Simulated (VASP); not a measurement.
PbSe: single point with r2SCAN

PbSe:

```
Pb Se
1.0
     0.00000    3.10945    3.10945
     3.10945    0.00000    3.10945
     3.10945    3.10945    0.00000
Pb Se
1 1
Direct
  0.50000 0.50000 0.50000
  0.00000 0.00000 0.00000
```

This cell differs from its parent crystal: volume scaled by 1.020.

```
Program                : VASP 6.6.1
Task                   : single point
Functional             : r2SCAN
Potentials or basis    : VASP PAW PBE potentials, release 64 (Pb_d, Se)
Cutoff                 : 520 eV
k mesh                 : 10 × 10 × 10
Occupations            : gaussian, width 0.05 eV
Spin                   : no spin polarisation
Dipole correction      : no
Further INCAR settings : ALGO = Normal; EDIFF = 1e-07; NBANDS = 17
```

```yaml
Pressure: -1.0 GPa
Band_gap_on_the_k_mesh: 0.73 eV, direct
```

Levels at points of the mesh, in eV from the valence-band top:
```
           k point  band 6  band 7  band 8  band 9  band 10  band 11  band 12  band 13  band 14  band 15
(0.00, 0.00, 0.00)  -13.70   -6.40   -1.77   -1.77    -1.77     4.97     4.97     4.97     7.10     7.10
(0.50, 0.00, 0.00)  -12.71   -8.76   -1.38   -1.38     0.00     0.73     2.06     2.06     9.05    10.59
(0.50, 0.50, 0.00)  -12.38   -7.43   -4.71   -3.05    -3.05     4.26     5.84     5.84     6.30    11.77
```

It took 2.1 min on 1 thread of Intel(R) Xeon(R) 6975P-C (Granite Rapids), with other jobs on the host, peak memory 0.24 GiB.

Caveat: the PAW data sets were made with another functional, which shifts forces and pressure a little; spin-orbit coupling is left out, which moves the levels of the heavy elements. A k mesh can miss the band edges.
